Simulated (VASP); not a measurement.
The system is Hf.

```
CELL_PARAMETERS angstrom
3.11840 0.00000 0.00000
-1.55920 2.70061 0.00000
0.00000 0.00000 4.94755
ATOMIC_POSITIONS crystal
Hf 0.33333 0.66667 0.25000
Hf 0.66667 0.33333 0.75000
```

Program: VASP 6.6.1. Alike in all runs: task single point; level LDA; potentials or basis VASP PAW LDA potentials, release 64 (Hf_pv); no spin polarisation; cell as given; k mesh 12 × 12 × 7; cutoff (eV) 520.

Order these runs on this cell by their pressure, lowest first.
A. smearing fermi-dirac 1 eV
B. smearing gaussian 1 eV
C. smearing gaussian 0.3 eV
D. smearing fermi-dirac 0.6 eV

C (0.1 GPa), B (2.1 GPa), D (4.9 GPa), A (11.0 GPa).

Caveats: so wide a smearing shifts energies and pressures; the cell stands under pressure (at least some runs).
